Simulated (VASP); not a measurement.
# SrB3Pt (Pm-3m) in VASP: single point with PBE

Aim: the single point of SrB3Pt with PBE.

Program: VASP 6.6.1. These are calculated values, not measurements. Logs are shortened: lines on timing, memory, paths and dates and some standing lists are left out, and cuts for length are marked.

## 1. The cell of the first run

Symmetry: Pm-3m, No. 221, cubic system. Conventional cell: a = 4.235 Å, b = 4.235 Å, c = 4.235 Å, α = 90.00°, β = 90.00°, γ = 90.00°. Sr (site symmetry m-3m) has 12 B at 2.99 Å and 8 Pt at 3.67 Å within 3.9 Å. Within 2.8 Å of B (site symmetry 4/mmm) lie 2 Pt at 2.12 Å. Pt (site symmetry m-3m) has 6 B at 2.12 Å within 2.8 Å.

## 2. Single point, PBE

Contents of POSCAR:

```
SrB3Pt
1.0
    4.2346866334      0.0000000000      0.0000000000
    0.0000000000      4.2346866334      0.0000000000
    0.0000000000      0.0000000000      4.2346866334
Sr B Pt
1 3 1
Direct
    0.0000000000      0.0000000000      0.0000000000
    0.0000000000      0.5000000000      0.5000000000
    0.5000000000      0.0000000000      0.5000000000
    0.5000000000      0.5000000000      0.0000000000
    0.5000000000      0.5000000000      0.5000000000
```

Contents of INCAR.step1:

```
ALGO     = Normal         # electronic algorithm
EDIFF    = 1E-6           # SCF threshold, eV
ENCUT    = 520            # plane-wave cutoff, eV
GGA      = PE             # functional
ISIF     = 2              # what is computed and relaxed
ISMEAR   = 0              # smearing method
LASPH    = True           # aspherical terms in the spheres
LCHARG   = True           # write CHGCAR
LMAXMIX  = 4              # l up to which the mixer works
LREAL    = False          # projectors in reciprocal space
LWAVE    = False          # write WAVECAR
NBANDS   = 22             # bands
NELM     = 100            # most SCF steps
PREC     = Accurate       # precision mode
SIGMA    = 0.1            # smearing width, eV
```

Contents of KPOINTS.step1:

```
k-points
0
Gamma
  10 10 10
```

Contents of INCAR.step2:

```
ALGO     = Normal         # electronic algorithm
EDIFF    = 1E-6           # SCF threshold, eV
ENCUT    = 520            # plane-wave cutoff, eV
GGA      = PE             # functional
ICHARG   = 11             # starting density
ISIF     = 2              # what is computed and relaxed
ISMEAR   = -5             # smearing method
LASPH    = True           # aspherical terms in the spheres
LCHARG   = False          # write CHGCAR
LMAXMIX  = 4              # l up to which the mixer works
LORBIT   = 10             # projections on sites
LREAL    = False          # projectors in reciprocal space
LWAVE    = False          # write WAVECAR
NBANDS   = 22             # bands
NEDOS    = 2001           # points of the DOS
NELM     = 100            # most SCF steps
PREC     = Accurate       # precision mode
SIGMA    = 0.1            # smearing width, eV
```

Contents of KPOINTS.step2:

```
k-points
0
Gamma
  15 15 15
```

Potentials or basis: VASP PAW PBE potentials, release 64 (Sr_sv, B, Pt).

Started as:

```console
> cat potpaw_PBE.64/Sr_sv/POTCAR potpaw_PBE.64/B/POTCAR potpaw_PBE.64/Pt/POTCAR > POTCAR
> cp INCAR.step1 INCAR
> cp KPOINTS.step1 KPOINTS
> mpirun -np 1 vasp_std > vasp.out
> cp INCAR.step2 INCAR
> cp KPOINTS.step2 KPOINTS
> mpirun -np 1 vasp_std > vasp.out
```

OUTCAR:

```text
EDIFF = 1E-6
   ENCUT = 520
   GGA = PE
   ICHARG = 11
   ISIF = 2
   ISMEAR = -5
   LASPH = True
   LORBIT = 10
   LREAL = False
   NELM = 100
   PREC = Accurate

 ion  position               nearest neighbor table
   1  0.000  0.000  0.000-   2 2.99   3 2.99   4 2.99   2 2.99   3 2.99   2 2.99   4 2.99   2 2.99
                             3 2.99   4 2.99   3 2.99   4 2.99   5 3.67   5 3.67   5 3.67   5 3.67
   2  0.000  0.500  0.500-   5 2.12   5 2.12   1 2.99   1 2.99   1 2.99   1 2.99
   3  0.500  0.000  0.500-   5 2.12   5 2.12   1 2.99   1 2.99   1 2.99   1 2.99
   4  0.500  0.500  0.000-   5 2.12   5 2.12   1 2.99   1 2.99   1 2.99   1 2.99
   5  0.500  0.500  0.500-   2 2.12   3 2.12   4 2.12   4 2.12   3 2.12   2 2.12   1 3.67   1 3.67
                             1 3.67   1 3.67   1 3.67   1 3.67   1 3.67   1 3.67

  LATTYP: Found a simple cubic cell.
 ALAT       =     4.2346866334

  Lattice vectors:

 A1 = (   4.2346866334,   0.0000000000,   0.0000000000)
 A2 = (   0.0000000000,   4.2346866334,   0.0000000000)
 A3 = (   0.0000000000,   0.0000000000,   4.2346866334)

Analysis of symmetry for initial positions (statically):
=====================================================================
 Subroutine PRICEL returns:
 Original cell was already a primitive cell.

 Routine SETGRP: Setting up the symmetry group for a
 simple cubic supercell.

 Subroutine GETGRP returns: Found 48 space group operations
 (whereof 48 operations were pure point group operations)
 out of a pool of 48 trial point group operations.

The static configuration has the point symmetry O_h .

Analysis of symmetry for dynamics (positions and initial velocities):
=====================================================================
 Subroutine PRICEL returns:
 Original cell was already a primitive cell.

 Routine SETGRP: Setting up the symmetry group for a
 simple cubic supercell.

 Subroutine GETGRP returns: Found 48 space group operations
 (whereof 48 operations were pure point group operations)
 out of a pool of 48 trial point group operations.

The dynamic configuration has the point symmetry O_h .

 Subroutine INISYM returns: Found 48 space group operations
 (whereof 48 operations are pure point group operations),
 and found     1 'primitive' translations

----------------------------------------------------------------------------------------

                                     Primitive cell

  volume of cell :      75.9388

  direct lattice vectors                    reciprocal lattice vectors
     4.234686633  0.000000000  0.000000000     0.236144982  0.000000000  0.000000000
     0.000000000  4.234686633  0.000000000     0.000000000  0.236144982  0.000000000
     0.000000000  0.000000000  4.234686633     0.000000000  0.000000000  0.236144982

  length of vectors
     4.234686633  4.234686633  4.234686633     0.236144982  0.236144982  0.236144982

  position of ions in fractional coordinates (direct lattice)
     0.000000000  0.000000000  0.000000000
     0.000000000  0.500000000  0.500000000
     0.500000000  0.000000000  0.500000000
     0.500000000  0.500000000  0.000000000
     0.500000000  0.500000000  0.500000000

  ion indices of the primitive-cell ions
   primitive index   ion index
                 1           1
                 2           2
                 3           3
                 4           4
                 5           5

----------------------------------------------------------------------------------------

 KPOINTS: k-points

Automatic generation of k-mesh.
 Grid dimensions read from file:
 generate k-points for:   15   15   15

 Generating k-lattice:

  Cartesian coordinates                     Fractional coordinates (reciprocal lattice)
     0.015742999  0.000000000  0.000000000     0.066666667  0.000000000  0.000000000
     0.000000000  0.015742999  0.000000000     0.000000000  0.066666667  0.000000000
     0.000000000  0.000000000  0.015742999     0.000000000  0.000000000  0.066666667

  Length of vectors
     0.015742999  0.015742999  0.015742999

  Shift w.r.t. Gamma in fractional coordinates (k-lattice)
     0.000000000  0.000000000  0.000000000

 TETIRR: Found   1667 inequivalent tetrahedra from    20250

 Subroutine IBZKPT returns following result:
 ===========================================

 Found    120 irreducible k-points:

 Following reciprocal coordinates:
            Coordinates               Weight
  0.000000  0.000000  0.000000      1.000000
  0.066667  0.000000  0.000000      6.000000
  0.133333  0.000000  0.000000      6.000000
  0.200000  0.000000  0.000000      6.000000
  0.266667  0.000000  0.000000      6.000000
  0.333333  0.000000  0.000000      6.000000
[... 16 lines left out ...]
  0.266667  0.200000  0.000000     24.000000
  0.333333  0.200000  0.000000     24.000000
 [... further k-points ...]
   k-points           NKPTS =    120   k-points in BZ     NKDIM =    120   number of bands    NBANDS=     22
   number of dos      NEDOS =   2001   number of ions     NIONS =      5
   total plane-waves  NPLWV =  32768
   dimension x,y,z NGX =    32 NGY =   32 NGZ =   32
   dimension x,y,z NGXF=    64 NGYF=   64 NGZF=   64
   ions per type =               1   3   1
   NGX,Y,Z   is equivalent  to a cutoff of  12.56, 12.56, 12.56 a.u.
   NGXF,Y,Z  is equivalent  to a cutoff of  25.13, 25.13, 25.13 a.u.
 SYSTEM =  unknown system
   PREC   = accura    normal or accurate (medium, high low for compatibility)
   ISTART =      0    job   : 0-new  1-cont  2-samecut
   ICHARG =     11    charge: 1-file 2-atom 10-const
   ISPIN  =      1    spin polarized calculation?
   LNONCOLLINEAR =      F non collinear calculations
   LSORBIT =      F    spin-orbit coupling
   LASPH  =      T    aspherical Exc in radial PAW
   ENCUT  =  520.0 eV  38.22 Ry    6.18 a.u.   7.87  7.87  7.87*2*pi/ulx,y,z
   NELM   =    100;   NELMIN=  2; NELMDL=  0     # of ELM steps
   EDIFF  = 0.1E-05   stopping-criterion for ELM
   LREAL  =      F    real-space projection
   EDIFFG = 0.1E-04   stopping-criterion for IOM
   NSW    =      0    number of steps for IOM
   IBRION =     -1    ionic relax: 0-MD 1-quasi-New 2-CG
   NFREE  =      0    steps in history (QN), initial steepest desc. (CG)
   ISIF   =      2    stress and relaxation
   ISYM   =      2    0-nonsym 1-usesym 2-fastsym
   POTIM  = 0.5000    time-step for ionic-motion
   TEBEG  =    0.0;   TEEND  =   0.0 temperature during run
   PSTRESS=    0.0 pullay stress
   NELECT =      29.0000    total number of electrons
   NUPDOWN=      -1.0000    fix difference up-down
   EMIN   =  10.00;   EMAX   =-10.00  energy-range for DOS
   EFERMI =   0.00;   METHOD = LEGACY
   ISMEAR =    -5;   SIGMA  =   0.10  broadening in eV -4-tet -1-fermi 0-gaus
   EFERMI_NEDOS =   21; number of points for ismear=-14 and -15
   IALGO  =     38    algorithm
   IMIX   =      4    mixing-type and parameters
     AMIX     =   0.40;   BMIX     =  1.00
     AMIX_MAG =   1.60;   BMIX_MAG =  1.00
  volume/ion in A,a.u.               =      15.19       102.49
  Fermi-wavevector in a.u.,A,eV,Ry     =   1.187735  2.244494 19.193935  1.410714
  Thomas-Fermi vector in A             =   2.323880
   LORBIT       =     10    0 simple, 1 ext, 2 COOP (PROOUT), +10 PAW based schemes
   GGA     = PE    functional components
   LHFCALC =     F    Hartree Fock is set to
   AEXX    =    0.0000 exact exchange contribution
   IVDW    =     0    specifies the selected vdW correction
   LEPSILON=     F    determine dielectric tensor
   LRPA    =     F    only Hartree local field effects (RPA)
 non-spin polarized calculation
 Fermi weights with tetrahedron method with Bloechl corrections
  energy-cutoff  :      520.00
  volume of cell :       75.94
 maximum number of plane-waves:      2060
 NGX is ok and might be reduce to    32

 number of electron      29.0000001 magnetization

 Free energy of the ion-electron system (eV)
  ---------------------------------------------------
  ext. energy  EPLUGINS =         0.00000000
  ---------------------------------------------------
  free energy    TOTEN  =       -24.25236035 eV

  energy without entropy =      -24.25236035  energy(sigma->0) =      -24.25236035

 E-fermi :   5.8940     XC(G=0): -10.6789

 val. band max:        5.8982877558   @ k =   0.4000   0.4000   0.1333
 cond. band min:       5.8559404571   @ k =   0.2000   0.2000   0.1333
 fundamental gap:     -0.0423472987
 Fermi energy:         5.8939947984

 k-point     1 :       0.0000    0.0000    0.0000
  band No.  band energies     occupation
      1     -29.0780      2.00000
      2     -11.1682      2.00000
      3     -11.1682      2.00000
      4     -11.1682      2.00000
      5      -5.4611      2.00000
      6      -2.8967      2.00000
[... 14 lines left out ...]
     21       8.2131      0.00000
     22       9.3588      0.00000

 k-point     2 :       0.0667    0.0000    0.0000
  band No.  band energies     occupation
      1     -29.0777      2.00000
      2     -11.1796      2.00000
      3     -11.1673      2.00000
      4     -11.1673      2.00000
      5      -5.4201      2.00000
      6      -2.8906      2.00000
[... 14 lines left out ...]
     21       8.1969      0.00000
     22       9.4988      0.00000

 k-point     3 :       0.1333    0.0000    0.0000
  band No.  band energies     occupation
      1     -29.0768      2.00000
      2     -11.2113      2.00000
      3     -11.1645      2.00000
      4     -11.1645      2.00000
      5      -5.3002      2.00000
      6      -2.8731      2.00000
[... 14 lines left out ...]
     21       8.1533      0.00000
     22       9.8738      0.00000
[... 476 lines left out ...]
 k-point    23 :       0.2667    0.2000    0.0000
  band No.  band energies     occupation
      1     -29.0714      2.00000
      2     -11.2935      2.00000
      3     -11.2310      2.00000
      4     -11.1471      2.00000
      5      -4.5937      2.00000
      6      -2.7324      2.00000
[... 14 lines left out ...]
     21       9.8460      0.00000
     22      11.3037      0.00000

 k-point    24 :       0.3333    0.2000    0.0000
  band No.  band energies     occupation
      1     -29.0699      2.00000
      2     -11.3364      2.00000
      3     -11.2246      2.00000
      4     -11.1423      2.00000
      5      -4.3690      2.00000
      6      -2.6937      2.00000
[... 14 lines left out ...]
     21      10.1697      0.00000
     22      11.4655      0.00000

 [... further k-points ...]
[... 5 lines left out ...]
  --------------------------------------------------------------------------------------
  -------------------------------------------------------------------------------------
  Total       -0.0430177     -0.0430177     -0.0430177      0.0000000      0.0000000      0.0000000
  in kB       -0.9075992     -0.9075992     -0.9075992      0.0000000      0.0000000      0.0000000
  external PRESSURE =      -0.9075992 kB  Pullay stress =       0.0000000 kB

 VOLUME and BASIS-vectors are now :
 -----------------------------------------------------------------------------
  energy-cutoff  :      520.00
  volume of cell :       75.94
      direct lattice vectors                 reciprocal lattice vectors
     4.234686633  0.000000000  0.000000000     0.236144982  0.000000000  0.000000000
     0.000000000  4.234686633  0.000000000     0.000000000  0.236144982  0.000000000
     0.000000000  0.000000000  4.234686633     0.000000000  0.000000000  0.236144982

 POSITION                                       TOTAL-FORCE (eV/Angst)
 -----------------------------------------------------------------------------------
      0.00000      0.00000      0.00000         0.000000      0.000000      0.000000
      0.00000      2.11734      2.11734         0.000000      0.000000      0.000000
      2.11734      0.00000      2.11734         0.000000      0.000000      0.000000
      2.11734      2.11734      0.00000         0.000000      0.000000      0.000000
      2.11734      2.11734      2.11734         0.000000      0.000000      0.000000
 -----------------------------------------------------------------------------------
    total drift:                                0.000000     -0.000000     -0.000000

  FREE ENERGIE OF THE ION-ELECTRON SYSTEM (eV)
  ---------------------------------------------------
  free  energy   TOTEN  =       -24.2523603480 eV

  energy  without entropy=      -24.2523603480  energy(sigma->0) =      -24.25236035

 total charge

# of ion       s       p       d       tot
------------------------------------------
    1        2.019   5.764   0.314   8.098
    2        0.745   0.862   0.000   1.607
    3        0.745   0.862   0.000   1.607
    4        0.745   0.862   0.000   1.607
    5        0.803   1.138   7.996   9.937
--------------------------------------------------
tot          5.057   9.489   8.311  22.857
```

It took 61 s on 1 thread of Intel Xeon 6975P-C (Granite Rapids), shared host; peak memory 0.33 GiB.

Results:

```
Valence electrons inside the program's atomic spheres : Sr 8.10; B 1.61; Pt 9.94
```

Caveat: spin-orbit coupling is left out, which moves the levels of the heavy elements.
